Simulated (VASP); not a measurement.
# Sb in VASP: single point with PBEsol

Aim: the single point of Sb with PBEsol.

Program: VASP 6.6.1. These are calculated values, not measurements. Logs are shortened: lines on timing, memory, paths and dates and some standing lists are left out, and cuts for length are marked.

### Step 1. The cell of the first run

The typed cell holds 2 atoms: a = 3.064 Å, b = 4.327 Å, c = 4.326 Å, α = 90.00°, β = 90.29°, γ = 90.00°.

### Step 2. Single point, PBEsol

INCAR reads:

```
SYSTEM = Sb
  PREC = Accurate
  ENCUT = 500
  EDIFF = 1E-6
  ISMEAR = 0
  SIGMA = 0.1
  LREAL = .FALSE.
  LASPH = .TRUE.
  NELM = 120
  ALGO = Normal
  ISIF = 2
  LWAVE = .FALSE.
  LCHARG = .FALSE.
  GGA = PS
  NBANDS = 12
  GGA_COMPAT = .FALSE.
```

KPOINTS reads:

```
Automatic mesh
0
G
  6 4 4
  0 0 0
```

POSCAR reads:

```
Sb
1.0
    3.0635165994      0.0000000000      0.0057759536
    0.0000000000      4.3269738352      0.0000000000
   -0.0300309671      0.0000000000      4.3261808754
Sb
2
Direct
    0.9999766341      0.7500000000      0.7500020996
    0.0000233659      0.2500000000      0.2499979004
```

Potentials or basis: VASP PAW PBE potentials, release 64 (Sb).

The run is started by

```sh
$ cat potpaw_PBE.64/Sb/POTCAR > POTCAR
$ mpirun -np 1 vasp_std > vasp.out
```

OUTCAR:

```text
SYSTEM = Sb
   PREC = Accurate
   ENCUT = 500
   EDIFF = 1E-6
   ISMEAR = 0
   LREAL = .FALSE.
   LASPH = .TRUE.
   NELM = 120
   ISIF = 2
   GGA = PS

 ion  position               nearest neighbor table
   1  1.000  0.750  0.750-   2 3.06   2 3.06   2 3.06   2 3.06
   2  0.000  0.250  0.250-   1 3.06   1 3.06   1 3.06   1 3.06

  LATTYP: Found a simple monoclinic cell.
 ALAT       =     3.0635220444
 B/A-ratio  =     1.4124180510
 C/A-ratio  =     1.4121932352
 COS(beta)  =    -0.0050561503

  Lattice vectors:

 A1 = (   3.0635165994,   0.0000000000,   0.0057759536)
 A2 = (   0.0000000000,   4.3269738352,   0.0000000000)
 A3 = (  -0.0300309671,   0.0000000000,   4.3261808754)

Analysis of symmetry for initial positions (statically):
=====================================================================
 Subroutine PRICEL returns:
 Original cell was already a primitive cell.

 Routine SETGRP: Setting up the symmetry group for a
 simple monoclinic supercell.

 Subroutine GETGRP returns: Found  4 space group operations
 (whereof  2 operations were pure point group operations)
 out of a pool of  4 trial point group operations.

The static configuration has the point symmetry S_2 .
 The point group associated with its full space group is C_2h.

Analysis of symmetry for dynamics (positions and initial velocities):
=====================================================================
 Subroutine PRICEL returns:
 Original cell was already a primitive cell.

 Routine SETGRP: Setting up the symmetry group for a
 simple monoclinic supercell.

 Subroutine GETGRP returns: Found  4 space group operations
 (whereof  2 operations were pure point group operations)
 out of a pool of  4 trial point group operations.

The dynamic configuration has the point symmetry S_2 .
 The point group associated with its full space group is C_2h.

 Subroutine INISYM returns: Found  4 space group operations
 (whereof  2 operations are pure point group operations),
 and found     1 'primitive' translations

----------------------------------------------------------------------------------------

                                     Primitive cell

  volume of cell :      57.3475

  direct lattice vectors                    reciprocal lattice vectors
     3.063516599  0.000000000  0.005775954     0.326417984  0.000000000  0.002265889
     0.000000000  4.326973835  0.000000000     0.000000000  0.231108400  0.000000000
    -0.030030967  0.000000000  4.326180875    -0.000435806  0.000000000  0.231147735

  length of vectors
     3.063522044  4.326973835  4.326285107     0.326425848  0.231108400  0.231148146

  position of ions in fractional coordinates (direct lattice)
     0.999976634  0.750000000  0.750002100
     0.000023366  0.250000000  0.249997900

  ion indices of the primitive-cell ions
   primitive index   ion index
                 1           1
                 2           2

----------------------------------------------------------------------------------------

 KPOINTS: Automatic mesh

Automatic generation of k-mesh.
 Grid dimensions read from file:
 generate k-points for:    6    4    4

 Generating k-lattice:

  Cartesian coordinates                     Fractional coordinates (reciprocal lattice)
     0.054402997  0.000000000  0.000377648     0.166666667  0.000000000  0.000000000
     0.000000000  0.057777100  0.000000000     0.000000000  0.250000000  0.000000000
    -0.000108951  0.000000000  0.057786934     0.000000000  0.000000000  0.250000000

  Length of vectors
     0.054404308  0.057777100  0.057787037

  Shift w.r.t. Gamma in fractional coordinates (k-lattice)
     0.000000000  0.000000000  0.000000000

 Subroutine IBZKPT returns following result:
 ===========================================

 Found     42 irreducible k-points:

 Following reciprocal coordinates:
            Coordinates               Weight
  0.000000  0.000000  0.000000      1.000000
  0.166667  0.000000 -0.000000      2.000000
  0.333333  0.000000 -0.000000      2.000000
  0.500000  0.000000 -0.000000      1.000000
  0.000000  0.250000  0.000000      2.000000
  0.166667  0.250000 -0.000000      4.000000
[... 16 lines left out ...]
 -0.333333  0.250000  0.250000      4.000000
 -0.166667  0.250000  0.250000      4.000000
 [... further k-points ...]
   k-points           NKPTS =     42   k-points in BZ     NKDIM =     42   number of bands    NBANDS=     12
   number of dos      NEDOS =    301   number of ions     NIONS =      2
   total plane-waves  NPLWV =  24576
   dimension x,y,z NGX =    24 NGY =   32 NGZ =   32
   dimension x,y,z NGXF=    48 NGYF=   64 NGZF=   64
   ions per type =               2
   NGX,Y,Z   is equivalent  to a cutoff of  13.02, 12.29, 12.30 a.u.
   NGXF,Y,Z  is equivalent  to a cutoff of  26.05, 24.59, 24.59 a.u.
 SYSTEM =  Sb
   PREC   = accura    normal or accurate (medium, high low for compatibility)
   ISTART =      0    job   : 0-new  1-cont  2-samecut
   ICHARG =      2    charge: 1-file 2-atom 10-const
   ISPIN  =      1    spin polarized calculation?
   LNONCOLLINEAR =      F non collinear calculations
   LSORBIT =      F    spin-orbit coupling
   LASPH  =      T    aspherical Exc in radial PAW
   ENCUT  =  500.0 eV  36.75 Ry    6.06 a.u.   5.59  7.89  7.89*2*pi/ulx,y,z
   NELM   =    120;   NELMIN=  2; NELMDL= -5     # of ELM steps
   EDIFF  = 0.1E-05   stopping-criterion for ELM
   LREAL  =      F    real-space projection
[... 7 lines left out ...]
   TEBEG  =    0.0;   TEEND  =   0.0 temperature during run
   PSTRESS=    0.0 pullay stress
   NELECT =      10.0000    total number of electrons
   NUPDOWN=      -1.0000    fix difference up-down
   EMIN   =  10.00;   EMAX   =-10.00  energy-range for DOS
   EFERMI =   0.00;   METHOD = LEGACY
   ISMEAR =     0;   SIGMA  =   0.10  broadening in eV -4-tet -1-fermi 0-gaus
   EFERMI_NEDOS =   21; number of points for ismear=-14 and -15
   IALGO  =     38    algorithm
   IMIX   =      4    mixing-type and parameters
     AMIX     =   0.40;   BMIX     =  1.00
     AMIX_MAG =   1.60;   BMIX_MAG =  1.00
  volume/ion in A,a.u.               =      28.67       193.50
  Fermi-wavevector in a.u.,A,eV,Ry     =   0.914611  1.728365 11.381461  0.836514
  Thomas-Fermi vector in A             =   2.039258
   LORBIT       =      0    0 simple, 1 ext, 2 COOP (PROOUT), +10 PAW based schemes
   GGA     = PS    functional components
   LHFCALC =     F    Hartree Fock is set to
   AEXX    =    0.0000 exact exchange contribution
   IVDW    =     0    specifies the selected vdW correction
   LEPSILON=     F    determine dielectric tensor
   LRPA    =     F    only Hartree local field effects (RPA)
 non-spin polarized calculation
 Gauss-broadening in eV      SIGMA  =   0.10
  energy-cutoff  :      500.00
  volume of cell :       57.35
 maximum number of plane-waves:      1474
 NGX is ok and might be reduce to    24
   NGX = 11   NGY = 15   NGZ = 15

 number of electron      10.0000000 magnetization

 number of electron       9.9999998 magnetization

 Free energy of the ion-electron system (eV)
  ---------------------------------------------------
  ext. energy  EPLUGINS =         0.00000000
  ---------------------------------------------------
  free energy    TOTEN  =        -9.09798572 eV

  energy without entropy =       -9.09109104  energy(sigma->0) =       -9.09453838

 E-fermi :   7.4680     XC(G=0):  -9.9206

 val. band max:        7.4506885482   @ k =   0.1667   0.0000  -0.0000
 cond. band min:       7.7261243184   @ k =   0.5000   0.2500   0.2500
 fundamental gap:      0.2754357702
 Fermi energy:         7.4679593543

 k-point     1 :       0.0000    0.0000    0.0000
  band No.  band energies     occupation
      1      -5.2169      2.00000
      2       0.1136      2.00000
      3       3.7793      2.00000
      4       3.7814      2.00000
      5       9.4654      0.00000
      6      10.8270      0.00000
      7      10.8704      0.00000
      8      10.8726      0.00000
      9      14.4763      0.00000
     10      14.4962      0.00000
     11      15.1849      0.00000
     12      15.8715      0.00000

 k-point     2 :       0.1667    0.0000   -0.0000
  band No.  band energies     occupation
      1      -4.8017      2.00000
      2       0.5470      2.00000
      3       4.1634      2.00000
      4       4.1654      2.00000
      5       7.4507      1.19296
      6       9.8558      0.00000
      7      11.2771      0.00000
      8      11.2778      0.00000
      9      12.2031      0.00000
     10      14.8209      0.00000
     11      15.6675      0.00000
     12      16.9103      0.00000

 k-point     3 :       0.3333    0.0000   -0.0000
  band No.  band energies     occupation
      1      -3.6507      2.00000
      2       1.8212      2.00000
      3       3.5701      2.00000
      4       5.1299      2.00000
      5       5.1318      2.00000
      6       8.1832      0.00000
      7      10.9942      0.00000
      8      12.2977      0.00000
      9      12.2986      0.00000
     10      13.6865      0.00000
     11      13.6886      0.00000
     12      15.7526      0.00000

 k-point     4 :       0.5000    0.0000   -0.0000
  band No.  band energies     occupation
      1      -2.6548      2.00000
      2       1.6190      2.00000
      3       3.1879      2.00000
      4       5.7798      2.00000
      5       5.8010      2.00000
      6       5.8426      2.00000
      7      12.2164      0.00000
      8      12.2521      0.00000
      9      12.2840      0.00000
     10      13.0055      0.00000
     11      13.0064      0.00000
     12      14.2169      0.00000

 k-point     5 :       0.0000    0.2500    0.0000
  band No.  band energies     occupation
      1      -4.7452      2.00000
      2      -1.3309      2.00000
      3       4.3617      2.00000
      4       4.7728      2.00000
      5       8.6487      0.00000
      6       8.9280      0.00000
      7      11.2983      0.00000
      8      11.3439      0.00000
      9      14.2820      0.00000
     10      15.1899      0.00000
     11      17.3478      0.00000
     12      18.1808      0.00000
[... 228 lines left out ...]
      1      -2.7164      2.00000
      2      -0.0713      2.00000
      3       3.8623      2.00000
      4       4.4149      2.00000
      5       6.6884      2.00000
      6       6.8912      2.00000
      7       9.3773      0.00000
      8      11.8281      0.00000
      9      13.1987      0.00000
     10      14.2167      0.00000
     11      14.2201      0.00000
     12      16.6873      0.00000

 k-point    22 :       0.5000    0.2500    0.2500
  band No.  band energies     occupation
      1      -1.7117      2.00000
      2       1.0704      2.00000
      3       2.4732      2.00000
      4       4.5823      2.00000
      5       4.6284      2.00000
      6       7.7261      0.00026
      7      10.1200      0.00000
      8      10.3358      0.00000
      9      12.5882      0.00000
     10      13.9146      0.00000
     11      15.1455      0.00000
     12      15.1917      0.00000

 k-point    23 :      -0.3333    0.2500    0.2500
  band No.  band energies     occupation
      1      -2.7281      2.00000
      2      -0.0585      2.00000
      3       3.8717      2.00000
      4       4.4417      2.00000
      5       6.6610      2.00000
      6       6.9280      2.00000
      7       9.3399      0.00000
      8      11.8031      0.00000
      9      13.1900      0.00000
     10      14.1368      0.00000
     11      14.1762      0.00000
     12      16.7713      0.00000

 k-point    24 :      -0.1667    0.2500    0.2500
  band No.  band energies     occupation
      1      -3.8829      2.00000
      2      -1.2670      2.00000
      3       2.8653      2.00000
      4       5.8062      2.00000
      5       8.0877      0.00000
      6       8.3780      0.00000
      7      10.7786      0.00000
      8      12.1580      0.00000
      9      12.9112      0.00000
     10      15.3687      0.00000
     11      15.9285      0.00000
     12      17.5312      0.00000

 [... further k-points ...]
[... 5 lines left out ...]
  --------------------------------------------------------------------------------------
  -------------------------------------------------------------------------------------
  Total       -0.8763810      0.7893689      0.7929027      0.0000000      0.0000000      0.0017045
  in kB      -24.4843562     22.0534088     22.1521356      0.0000000      0.0000000      0.0476213
  external PRESSURE =       6.5737294 kB  Pullay stress =       0.0000000 kB

 VOLUME and BASIS-vectors are now :
 -----------------------------------------------------------------------------
  energy-cutoff  :      500.00
  volume of cell :       57.35
      direct lattice vectors                 reciprocal lattice vectors
     3.063516599  0.000000000  0.005775954     0.326417984  0.000000000  0.002265889
     0.000000000  4.326973835  0.000000000     0.000000000  0.231108400  0.000000000
    -0.030030967  0.000000000  4.326180875    -0.000435806  0.000000000  0.231147735

 POSITION                                       TOTAL-FORCE (eV/Angst)
 -----------------------------------------------------------------------------------
      3.04092      3.24523      3.25042         0.000068     -0.000000      0.000044
     -0.00744      1.08174      1.08154        -0.000068      0.000000     -0.000044
 -----------------------------------------------------------------------------------
    total drift:                               -0.000000      0.000000      0.000000

  FREE ENERGIE OF THE ION-ELECTRON SYSTEM (eV)
  ---------------------------------------------------
  free  energy   TOTEN  =        -9.0979857206 eV

  energy  without entropy=       -9.0910910416  energy(sigma->0) =       -9.09453838
```

Wall time 11 s (1 thread of AMD EPYC 7R43 (Zen 3), shared host); peak memory 0.14 GiB.

What came out:

- Free energy: -9.0980 eV
- Pressure: 0.7 GPa
- Band gap on the k mesh: zero (band 5 reaches 12.98 eV, above the bottom of band 6 at 3.80 eV)

Caveat: the k points lie up to 0.36 Å⁻¹ apart; the PAW data sets were made with another functional, which shifts forces and pressure a little; spin-orbit coupling is left out, which moves the levels of the heavy elements.
